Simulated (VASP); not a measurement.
# SnTe (Fm-3m) in VASP: notebook, part 2 of 2

VASP 6.6.1.

### Step 3. Single point, PBE

This run uses another cell than the first one, of 32.44 Å³/atom, 1.130 times its volume.

Input file INCAR:

```
SYSTEM = SnTe
ALGO = Normal ; EDIFF = 1E-7
ENCUT = 520 ; GGA = PE
ISIF = 2 ; ISMEAR = -1
LASPH = .TRUE. ; LCHARG = .FALSE.
LREAL = .FALSE. ; LWAVE = .FALSE.
NBANDS = 17 ; NELM = 80
PREC = Accurate ; SIGMA = 0.02
```

Input file KPOINTS:

```
k-points
0
G
  8 8 8
  0 0 0
```

Input file POSCAR:

```
SnTe
1.0
    0.0000000000      3.1893301349      3.1893301349
    3.1893301349      0.0000000000      3.1893301349
    3.1893301349      3.1893301349      0.0000000000
Sn Te
1 1
Direct
    0.0000000000      0.0000000000      0.0000000000
    0.5000000000      0.5000000000      0.5000000000
```

Potentials or basis: VASP PAW PBE potentials, release 64 (Sn_d, Te).

Launch:

```bash
> cat potpaw_PBE.64/Sn_d/POTCAR potpaw_PBE.64/Te/POTCAR > POTCAR
> mpirun -np 1 vasp_std > vasp.out
```

OUTCAR:

```text
SYSTEM = SnTe
   EDIFF = 1E-7
   ENCUT = 520
   GGA = PE
   ISIF = 2
   ISMEAR = -1
   LASPH = .TRUE.
   LREAL = .FALSE.
   NELM = 80
   PREC = Accurate

 ion  position               nearest neighbor table
   1  0.000  0.000  0.000-   2 3.19   2 3.19   2 3.19   2 3.19   2 3.19   2 3.19
   2  0.500  0.500  0.500-   1 3.19   1 3.19   1 3.19   1 3.19   1 3.19   1 3.19

  LATTYP: Found a face centered cubic cell.
 ALAT       =     6.3786602698

  Lattice vectors:

 A1 = (   0.0000000000,   3.1893301349,   3.1893301349)
 A2 = (   3.1893301349,   0.0000000000,   3.1893301349)
 A3 = (   3.1893301349,   3.1893301349,   0.0000000000)

Analysis of symmetry for initial positions (statically):
=====================================================================
 Subroutine PRICEL returns:
 Original cell was already a primitive cell.

 Routine SETGRP: Setting up the symmetry group for a
 face centered cubic supercell.

 Subroutine GETGRP returns: Found 48 space group operations
 (whereof 48 operations were pure point group operations)
 out of a pool of 48 trial point group operations.

The static configuration has the point symmetry O_h .

Analysis of symmetry for dynamics (positions and initial velocities):
=====================================================================
 Subroutine PRICEL returns:
 Original cell was already a primitive cell.

 Routine SETGRP: Setting up the symmetry group for a
 face centered cubic supercell.

 Subroutine GETGRP returns: Found 48 space group operations
 (whereof 48 operations were pure point group operations)
 out of a pool of 48 trial point group operations.

The dynamic configuration has the point symmetry O_h .

 Subroutine INISYM returns: Found 48 space group operations
 (whereof 48 operations are pure point group operations),
 and found     1 'primitive' translations

----------------------------------------------------------------------------------------

                                     Primitive cell

  volume of cell :      64.8826

[... 102 lines left out ...]
   EFERMI =   0.00;   METHOD = LEGACY
   ISMEAR =    -1;   SIGMA  =   0.02  broadening in eV -4-tet -1-fermi 0-gaus
   EFERMI_NEDOS =   21; number of points for ismear=-14 and -15
   IALGO  =     38    algorithm
   IMIX   =      4    mixing-type and parameters
     AMIX     =   0.40;   BMIX     =  1.00
     AMIX_MAG =   1.60;   BMIX_MAG =  1.00
  volume/ion in A,a.u.               =      32.44       218.92
  Fermi-wavevector in a.u.,A,eV,Ry     =   1.105882  2.089813 16.639577  1.222974
  Thomas-Fermi vector in A             =   2.242375
   LORBIT       =      0    0 simple, 1 ext, 2 COOP (PROOUT), +10 PAW based schemes
   GGA     = PE    functional components
   LHFCALC =     F    Hartree Fock is set to
   AEXX    =    0.0000 exact exchange contribution
   IVDW    =     0    specifies the selected vdW correction
   LEPSILON=     F    determine dielectric tensor
   LRPA    =     F    only Hartree local field effects (RPA)
 non-spin polarized calculation
  energy-cutoff  :      520.00
  volume of cell :       64.88
 maximum number of plane-waves:      1807
 NGX is ok and might be reduce to    36
   NGX = 17   NGY = 17   NGZ = 17

 number of electron      20.0000002 magnetization

 Free energy of the ion-electron system (eV)
  ---------------------------------------------------
  ext. energy  EPLUGINS =         0.00000000
  ---------------------------------------------------
  free energy    TOTEN  =        -7.56190557 eV

  energy without entropy =       -7.56147726  energy(sigma->0) =       -7.56169141

 E-fermi :   6.5388     XC(G=0):  -9.3318

 val. band max:        6.5337352883   @ k =   0.5000   0.0000   0.0000
 cond. band min:       6.5437965450   @ k =   0.5000   0.0000   0.0000
 fundamental gap:      0.0100612568
 Fermi energy:         6.5387659174

 k-point     1 :       0.0000    0.0000    0.0000
  band No.  band energies     occupation
      1     -15.3855      2.00000
      2     -15.3855      2.00000
      3     -15.3817      2.00000
      4     -15.3817      2.00000
      5     -15.3817      2.00000
      6      -6.0292      2.00000
[... 457 lines left out ...]
      4     -15.3772      2.00000
      5     -15.3746      2.00000
      6      -4.6729      2.00000
[... 9 lines left out ...]
     16      15.8381      0.00000
     17      15.9336      0.00000

 [... further k-points ...]
[... 5 lines left out ...]
  --------------------------------------------------------------------------------------
  -------------------------------------------------------------------------------------
  Total        0.2469100      0.2469100      0.2469100      0.0000000      0.0000000     -0.0000000
  in kB        6.0970657      6.0970657      6.0970657      0.0000000      0.0000000     -0.0000000
  external PRESSURE =       6.0970657 kB  Pullay stress =       0.0000000 kB

 VOLUME and BASIS-vectors are now :
 -----------------------------------------------------------------------------
  energy-cutoff  :      520.00
  volume of cell :       64.88
      direct lattice vectors                 reciprocal lattice vectors
     0.000000000  3.189330135  3.189330135    -0.156772732  0.156772732  0.156772732
     3.189330135  0.000000000  3.189330135     0.156772732 -0.156772732  0.156772732
     3.189330135  3.189330135  0.000000000     0.156772732  0.156772732 -0.156772732

 POSITION                                       TOTAL-FORCE (eV/Angst)
 -----------------------------------------------------------------------------------
      0.00000      0.00000      0.00000         0.000000      0.000000     -0.000000
      3.18933      3.18933      3.18933         0.000000      0.000000      0.000000
 -----------------------------------------------------------------------------------
    total drift:                               -0.000000      0.000000      0.000000

  FREE ENERGIE OF THE ION-ELECTRON SYSTEM (eV)
  ---------------------------------------------------
  free  energy   TOTEN  =        -7.5619055686 eV

  energy  without entropy=       -7.5614772554  energy(sigma->0) =       -7.56169141
```

OSZICAR:

```text
N       E                     dE             d eps       ncg     rms          rms(c)
DAV:   1     0.125130430110E+03    0.12513E+03   -0.93980E+03   988   0.135E+03
DAV:   2     0.457402322322E+01   -0.12056E+03   -0.11784E+03  1018   0.330E+02
DAV:   3    -0.726127406367E+01   -0.11835E+02   -0.11748E+02  1237   0.907E+01
DAV:   4    -0.761006046904E+01   -0.34879E+00   -0.34850E+00  1179   0.161E+01
DAV:   5    -0.762359464373E+01   -0.13534E-01   -0.13534E-01  1420   0.316E+00    0.422E+00
DAV:   6    -0.756001016142E+01    0.63584E-01   -0.14969E-01  1274   0.246E+00    0.268E+00
DAV:   7    -0.756116760156E+01   -0.11574E-02   -0.55392E-02  1202   0.110E+00    0.863E-01
DAV:   8    -0.756179063411E+01   -0.62303E-03   -0.71485E-03  1253   0.665E-01    0.172E-01
DAV:   9    -0.756189875702E+01   -0.10812E-03   -0.70733E-04  1362   0.240E-01    0.391E-02
DAV:  10    -0.756189922833E+01   -0.47131E-06   -0.11566E-04  1278   0.852E-02    0.204E-02
DAV:  11    -0.756190670173E+01   -0.74734E-05   -0.43947E-05  1187   0.479E-02    0.279E-02
DAV:  12    -0.756190635510E+01    0.34663E-06   -0.26887E-06  1177   0.940E-03    0.160E-02
DAV:  13    -0.756190580252E+01    0.55257E-06   -0.28636E-07  1162   0.348E-03    0.815E-03
DAV:  14    -0.756190557486E+01    0.22767E-06   -0.78449E-07  1271   0.800E-03    0.965E-04
DAV:  15    -0.756190556863E+01    0.62319E-08   -0.66141E-08   593   0.127E-03
   1 F= -.75619056E+01 E0= -.75616914E+01  d E =-.428313E-03
```

stdout:

```text
POSCAR found type information on POSCAR SnTe
 POSCAR found :  2 types and       2 ions
 scaLAPACK will be used
 LDA part: xc-table for (Slater+PW92), standard interpolation
 POSCAR, INCAR and KPOINTS ok, starting setup
 FFT: planning ... GRIDC
 FFT: planning ... GRID_SOFT
 FFT: planning ... GRID
 WAVECAR not read
 entering main loop
```

It took 16 s on 1 thread of Intel Xeon 6975P-C (Granite Rapids), shared host; peak memory 0.21 GiB.

What came out:

```yaml
Free_energy: -7.5619 eV
Pressure: 0.6 GPa
Band_gap_on_the_k_mesh: 0.01 eV, direct
```

Caveat: spin-orbit coupling is left out, which moves the levels of the heavy elements.
